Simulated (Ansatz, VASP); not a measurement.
**Bi8SeS11: VASP beside Ansatz**

```
Bi S Se
1.0
    11.34500    0.00000    0.00000
     0.00000    3.99400    0.00000
     0.00000    0.00000   11.19300
Bi S Se
8 11 1
Direct
  0.48556 0.25000 0.32393
  0.01506 0.75000 0.82624
  0.98873 0.25000 0.17619
  0.50602 0.75000 0.67065
  0.33802 0.75000 0.03135
  0.16148 0.25000 0.53198
  0.83876 0.75000 0.46876
  0.66163 0.25000 0.97205
  0.28294 0.25000 0.19161
  0.21700 0.75000 0.69222
  0.78547 0.25000 0.30876
  0.54815 0.75000 0.13153
  0.95109 0.25000 0.63038
  0.04992 0.75000 0.37241
  0.45140 0.25000 0.87189
  0.37476 0.75000 0.44174
  0.12332 0.25000 0.94510
  0.87999 0.75000 0.05793
  0.61753 0.25000 0.55391
  0.72321 0.75000 0.80139
```

Alike in both runs: functional PBE; k mesh 3 × 7 × 3; occupations fermi-dirac, width 0.02 eV; no spin polarisation.

Ansatz relaxed the structure, and its values are those at the end. VASP's run is a single point on that final structure, the one shown.

|  | VASP | Ansatz |
| --- | --- | --- |
| version | VASP 6.6.1 | Ansatz 0.2.0 |
| potentials or method | VASP PAW PBE potentials, release 64 (Bi_d, S, Se) | plane-wave PAW, scalar-relativistic |
| plane-wave cutoff (eV) | 520 | 420 |
| valence electrons in the cell | 192 | 202 |

Ansatz gave:

| Quantity | Value |
| --- | --- |
| gap on the k mesh at the Fermi level (eV) | 1.25 |
| pressure (GPa) | 1.4 |
| rms of the force components (eV/Å) | 0.005 |

**Question.** Estimate VASP's values.

**Answer.** gap on the k mesh at the Fermi level (eV): 1.25; pressure (GPa): 1.3; rms of the force components (eV/Å): 0.009.

The functional is the same, so the differences come from potentials, cutoffs and numerics. VASP's potentials hold 192 valence electrons a cell and Ansatz's 202, so a difference there can come from the potentials and not from the codes. Ansatz's warnings: stress scf threshold loose.

Neither program's run includes spin-orbit coupling.
